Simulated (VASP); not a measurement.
# ZrC (P1) in VASP: single point with PBEsol

Aim: the single point of ZrC with PBEsol.

All numbers are computed with VASP 6.6.1; they aren't measurements. Logs are shortened: lines on timing, memory, paths and dates and some standing lists are left out, and cuts for length are marked.

### 1 The cell of the first run

The typed cell holds 2 atoms: a = 3.324 Å, b = 3.324 Å, c = 3.324 Å, α = 60.00°, β = 60.00°, γ = 60.00°.

### 2 Single point, PBEsol (one atom moved)

The input, INCAR:

```
SYSTEM = ZrC
PREC = Accurate
ENCUT = 520
EDIFF = 1E-6
ISMEAR = 0
SIGMA = 0.1
LREAL = .FALSE.
LASPH = .TRUE.
NELM = 80
ALGO = Normal
ISIF = 2
LWAVE = .FALSE.
LCHARG = .FALSE.
GGA = PS
NBANDS = 15
```

The input, KPOINTS:

```
Automatic mesh
0
G
  14 14 14
  0 0 0
```

The input, POSCAR:

```
ZrC
1.0
    0.0000000000      2.3502100000      2.3502100000
    2.3502100000      0.0000000000      2.3502100000
    2.3502100000      2.3502100000      0.0000000000
Zr C
1 1
Direct
    0.4824526319      0.4806570477      0.5809076636
    0.0000000000      0.0000000000      0.0000000000
```

Potentials or basis: VASP PAW PBE potentials, release 64 (Zr_sv, C).

Run with:

```bash
$ cat potpaw_PBE.64/Zr_sv/POTCAR potpaw_PBE.64/C/POTCAR > POTCAR
$ mpirun -np 1 vasp_std > vasp.out
```

OUTCAR:

```text
SYSTEM = ZrC
   PREC = Accurate
   ENCUT = 520
   EDIFF = 1E-6
   ISMEAR = 0
   LREAL = .FALSE.
   LASPH = .TRUE.
   NELM = 80
   ISIF = 2
   GGA = PS

 ion  position               nearest neighbor table
   1  0.482  0.481  0.581-   2 2.21   2 2.21   2 2.27   2 2.45   2 2.50   2 2.50
   2  0.000  0.000  0.000-   1 2.21   1 2.21   1 2.27   1 2.45   1 2.50   1 2.50

  LATTYP: Found a face centered cubic cell.
 ALAT       =     4.7004200000

  Lattice vectors:

 A1 = (   0.0000000000,   2.3502100000,   2.3502100000)
 A2 = (   2.3502100000,   0.0000000000,   2.3502100000)
 A3 = (   2.3502100000,   2.3502100000,   0.0000000000)

Analysis of symmetry for initial positions (statically):
=====================================================================
 Subroutine PRICEL returns:
 Original cell was already a primitive cell.

 Routine SETGRP: Setting up the symmetry group for a
 face centered cubic supercell.

 Subroutine GETGRP returns: Found  1 space group operations
 (whereof  1 operations were pure point group operations)
 out of a pool of 48 trial point group operations.

The static configuration has the point symmetry C_1 .

Analysis of symmetry for dynamics (positions and initial velocities):
=====================================================================
 Subroutine PRICEL returns:
 Original cell was already a primitive cell.

 Routine SETGRP: Setting up the symmetry group for a
 face centered cubic supercell.

 Subroutine GETGRP returns: Found  1 space group operations
 (whereof  1 operations were pure point group operations)
 out of a pool of 48 trial point group operations.

The dynamic configuration has the point symmetry C_1 .

 Subroutine INISYM returns: Found  1 space group operations
 (whereof  1 operations are pure point group operations),
 and found     1 'primitive' translations

----------------------------------------------------------------------------------------

                                     Primitive cell

  volume of cell :      25.9627

  direct lattice vectors                    reciprocal lattice vectors
     0.000000000  2.350210000  2.350210000    -0.212746946  0.212746946  0.212746946
     2.350210000  0.000000000  2.350210000     0.212746946 -0.212746946  0.212746946
     2.350210000  2.350210000  0.000000000     0.212746946  0.212746946 -0.212746946

  length of vectors
     3.323698856  3.323698856  3.323698856     0.368488520  0.368488520  0.368488520

  position of ions in fractional coordinates (direct lattice)
     0.482452632  0.480657048  0.580907664
     0.000000000  0.000000000  0.000000000

  ion indices of the primitive-cell ions
   primitive index   ion index
                 1           1
                 2           2

----------------------------------------------------------------------------------------

 KPOINTS: Automatic mesh

Automatic generation of k-mesh.
 Grid dimensions read from file:
 generate k-points for:   14   14   14

 Generating k-lattice:

  Cartesian coordinates                     Fractional coordinates (reciprocal lattice)
    -0.015196210  0.015196210  0.015196210     0.071428571  0.000000000  0.000000000
     0.015196210 -0.015196210  0.015196210     0.000000000  0.071428571  0.000000000
     0.015196210  0.015196210 -0.015196210     0.000000000  0.000000000  0.071428571

  Length of vectors
     0.026320609  0.026320609  0.026320609

  Shift w.r.t. Gamma in fractional coordinates (k-lattice)
     0.000000000  0.000000000  0.000000000

 Subroutine IBZKPT returns following result:
 ===========================================

 Found   1376 irreducible k-points:

 Following reciprocal coordinates:
            Coordinates               Weight
  0.000000  0.000000  0.000000      1.000000
  0.071429  0.000000  0.000000      2.000000
  0.000000  0.071429  0.000000      2.000000
  0.000000  0.000000  0.071429      2.000000
  0.071429  0.071429  0.071429      2.000000
  0.142857  0.000000  0.000000      2.000000
[... 16 lines left out ...]
  0.000000  0.428571  0.000000      2.000000
  0.000000  0.000000  0.428571      2.000000
 [... further k-points ...]
   k-points           NKPTS =   1376   k-points in BZ     NKDIM =   1376   number of bands    NBANDS=     15
   number of dos      NEDOS =    301   number of ions     NIONS =      2
   total plane-waves  NPLWV =  21952
   dimension x,y,z NGX =    28 NGY =   28 NGZ =   28
   dimension x,y,z NGXF=    56 NGYF=   56 NGZF=   56
   ions per type =               1   1
   NGX,Y,Z   is equivalent  to a cutoff of  14.01, 14.01, 14.01 a.u.
   NGXF,Y,Z  is equivalent  to a cutoff of  28.01, 28.01, 28.01 a.u.
 SYSTEM =  ZrC
   PREC   = accura    normal or accurate (medium, high low for compatibility)
   ISTART =      0    job   : 0-new  1-cont  2-samecut
   ICHARG =      2    charge: 1-file 2-atom 10-const
   ISPIN  =      1    spin polarized calculation?
   LNONCOLLINEAR =      F non collinear calculations
   LSORBIT =      F    spin-orbit coupling
   LASPH  =      T    aspherical Exc in radial PAW
   ENCUT  =  520.0 eV  38.22 Ry    6.18 a.u.   6.18  6.18  6.18*2*pi/ulx,y,z
   NELM   =     80;   NELMIN=  2; NELMDL= -5     # of ELM steps
   EDIFF  = 0.1E-05   stopping-criterion for ELM
   LREAL  =      F    real-space projection
   EDIFFG = 0.1E-04   stopping-criterion for IOM
   NSW    =      0    number of steps for IOM
   IBRION =     -1    ionic relax: 0-MD 1-quasi-New 2-CG
   NFREE  =      0    steps in history (QN), initial steepest desc. (CG)
   ISIF   =      2    stress and relaxation
   ISYM   =      2    0-nonsym 1-usesym 2-fastsym
   POTIM  = 0.5000    time-step for ionic-motion
   TEBEG  =    0.0;   TEEND  =   0.0 temperature during run
   PSTRESS=    0.0 pullay stress
   NELECT =      16.0000    total number of electrons
   NUPDOWN=      -1.0000    fix difference up-down
   EMIN   =  10.00;   EMAX   =-10.00  energy-range for DOS
   EFERMI =   0.00;   METHOD = LEGACY
   ISMEAR =     0;   SIGMA  =   0.10  broadening in eV -4-tet -1-fermi 0-gaus
   EFERMI_NEDOS =   21; number of points for ismear=-14 and -15
   IALGO  =     38    algorithm
   IMIX   =      4    mixing-type and parameters
     AMIX     =   0.40;   BMIX     =  1.00
     AMIX_MAG =   1.60;   BMIX_MAG =  1.00
  volume/ion in A,a.u.               =      12.98        87.60
  Fermi-wavevector in a.u.,A,eV,Ry     =   1.393151  2.632673 26.407131  1.940869
  Thomas-Fermi vector in A             =   2.516825
   LORBIT       =      0    0 simple, 1 ext, 2 COOP (PROOUT), +10 PAW based schemes
   GGA     = PS    functional components
   LHFCALC =     F    Hartree Fock is set to
   AEXX    =    0.0000 exact exchange contribution
   IVDW    =     0    specifies the selected vdW correction
   LEPSILON=     F    determine dielectric tensor
   LRPA    =     F    only Hartree local field effects (RPA)
 non-spin polarized calculation
 Gauss-broadening in eV      SIGMA  =   0.10
  energy-cutoff  :      520.00
  volume of cell :       25.96
 maximum number of plane-waves:       725
 NGX is ok and might be reduce to    28
   NGX = 13   NGY = 13   NGZ = 13

 number of electron      16.0000000 magnetization

 Free energy of the ion-electron system (eV)
  ---------------------------------------------------
  ext. energy  EPLUGINS =         0.00000000
  ---------------------------------------------------
  free energy    TOTEN  =       -20.40518017 eV

  energy without entropy =      -20.40491442  energy(sigma->0) =      -20.40504730

 E-fermi :   9.6485     XC(G=0): -12.2595

 val. band max:        9.6398284191   @ k =   0.0000   0.0714   0.0000
 cond. band min:       9.6493723529   @ k =   0.0714   0.0000   0.0000
 fundamental gap:      0.0095439338
 Fermi energy:         9.6484882784

 k-point     1 :       0.0000    0.0000    0.0000
  band No.  band energies     occupation
      1     -38.4792      2.00000
      2     -16.2331      2.00000
      3     -16.2328      2.00000
      4     -16.2306      2.00000
      5      -1.7399      2.00000
      6       9.1412      2.00000
      7       9.3658      1.99994
      8       9.5558      1.80989
      9      10.7147      0.00000
     10      11.1772      0.00000
     11      12.0831      0.00000
     12      12.9757      0.00000
     13      13.2307      0.00000
     14      16.6285      0.00000
     15      19.7719      0.00000

 k-point     2 :       0.0714    0.0000    0.0000
  band No.  band energies     occupation
      1     -38.4741      2.00000
      2     -16.2811      2.00000
      3     -16.2361      2.00000
      4     -16.2351      2.00000
      5      -1.6216      2.00000
      6       8.6234      2.00000
      7       9.2087      2.00000
      8       9.6494      0.99002
      9      10.7366      0.00000
     10      11.0593      0.00000
     11      11.7450      0.00000
     12      13.5179      0.00000
     13      13.9074      0.00000
     14      16.8817      0.00000
     15      20.0929      0.00000

 k-point     3 :       0.0000    0.0714    0.0000
  band No.  band energies     occupation
      1     -38.4741      2.00000
      2     -16.2811      2.00000
      3     -16.2360      2.00000
      4     -16.2352      2.00000
      5      -1.6217      2.00000
      6       8.6236      2.00000
      7       9.2127      2.00000
      8       9.6398      1.09747
      9      10.7388      0.00000
     10      11.0658      0.00000
     11      11.7422      0.00000
     12      13.5221      0.00000
     13      13.9023      0.00000
     14      16.8821      0.00000
     15      20.0929      0.00000

 k-point     4 :       0.0000    0.0000    0.0714
  band No.  band energies     occupation
      1     -38.4742      2.00000
      2     -16.2789      2.00000
      3     -16.2369      2.00000
      4     -16.2347      2.00000
      5      -1.6250      2.00000
      6       8.8026      2.00000
      7       9.1547      2.00000
      8       9.2348      2.00000
      9      10.8318      0.00000
     10      11.1408      0.00000
     11      12.0942      0.00000
     12      13.4938      0.00000
     13      13.6755      0.00000
     14      16.9066      0.00000
     15      20.1015      0.00000
[... 307 lines left out ...]
 k-point    22 :       0.4286    0.0000    0.0000
  band No.  band energies     occupation
      1     -38.3798      2.00000
      2     -17.0756      2.00000
      3     -16.3137      2.00000
      4     -16.3117      2.00000
      5       1.0775      2.00000
      6       4.4859      2.00000
      7       6.7196      2.00000
      8       6.8951      2.00000
      9      13.4139      0.00000
     10      13.6220      0.00000
     11      14.1384      0.00000
     12      16.4027      0.00000
     13      18.9011      0.00000
     14      19.4265      0.00000
     15      23.4059      0.00000

 k-point    23 :       0.0000    0.4286    0.0000
  band No.  band energies     occupation
      1     -38.3798      2.00000
      2     -17.0752      2.00000
      3     -16.3138      2.00000
      4     -16.3116      2.00000
      5       1.0764      2.00000
      6       4.4866      2.00000
      7       6.7175      2.00000
      8       6.8919      2.00000
      9      13.4180      0.00000
     10      13.6209      0.00000
     11      14.1398      0.00000
     12      16.4081      0.00000
     13      18.9125      0.00000
     14      19.4224      0.00000
     15      23.3985      0.00000

 k-point    24 :       0.0000    0.0000    0.4286
  band No.  band energies     occupation
      1     -38.3813      2.00000
      2     -17.0524      2.00000
      3     -16.3102      2.00000
      4     -16.3078      2.00000
      5       0.9886      2.00000
      6       4.5474      2.00000
      7       6.5514      2.00000
      8       6.5644      2.00000
      9      13.7280      0.00000
     10      13.7805      0.00000
     11      14.1337      0.00000
     12      17.0353      0.00000
     13      19.3140      0.00000
     14      19.5117      0.00000
     15      22.9969      0.00000

 [... further k-points ...]

------------------------ aborting loop because EDIFF is reached ----------------------------------------

  FORCE on cell =-STRESS in cart. coord.  units (eV):
  Direction    XX          YY          ZZ          XY          YZ          ZX
  --------------------------------------------------------------------------------------
  -------------------------------------------------------------------------------------
  Total        0.1356652      0.1920637     -0.4927471     -0.2879908      0.1859025      0.1815039
  in kB        8.3719955     11.8523873    -30.4077788    -17.7721212     11.4721781     11.2007380
  external PRESSURE =      -3.3944654 kB  Pullay stress =       0.0000000 kB

 VOLUME and BASIS-vectors are now :
 -----------------------------------------------------------------------------
  energy-cutoff  :      520.00
  volume of cell :       25.96
      direct lattice vectors                 reciprocal lattice vectors
     0.000000000  2.350210000  2.350210000    -0.212746946  0.212746946  0.212746946
     2.350210000  0.000000000  2.350210000     0.212746946 -0.212746946  0.212746946
     2.350210000  2.350210000  0.000000000     0.212746946  0.212746946 -0.212746946

 POSITION                                       TOTAL-FORCE (eV/Angst)
 -----------------------------------------------------------------------------------
      2.49490      2.49912      2.26351        -0.922614     -0.961308      0.460611
      0.00000      0.00000      0.00000         0.922614      0.961308     -0.460611
 -----------------------------------------------------------------------------------
    total drift:                               -0.000069     -0.000064      0.000037

  FREE ENERGIE OF THE ION-ELECTRON SYSTEM (eV)
  ---------------------------------------------------
  free  energy   TOTEN  =       -20.4051801720 eV

  energy  without entropy=      -20.4049144243  energy(sigma->0) =      -20.40504730
```

It took 6.1 min on 1 thread of AMD EPYC 9R45 (Zen 5), shared host; peak memory 0.59 GiB.

Results:

| Property | Result |
| --- | --- |
| Free energy | -20.4052 eV |
| Pressure | -0.3 GPa |
| Largest force | 1.410 eV/Å |
| Band gap on the k mesh | 0.04 eV (least direct gap 0.46 eV) |

Forces in eV/Å, atoms in the order of the input:
```
Zr  -0.923 -0.961  0.461
C    0.923  0.961 -0.461
```

Stress tensor (GPa, compression positive):
```
 0.84 -1.78  1.12
-1.78  1.19  1.15
 1.12  1.15 -3.04
```

Caveat: the cell differs from its parent crystal (one atom moved); the smearing spreads over this small gap; the PAW data sets were made with another functional, which shifts forces and pressure a little.

The gap in the log of VASP goes by the Fermi energy; the results here count the filled bands.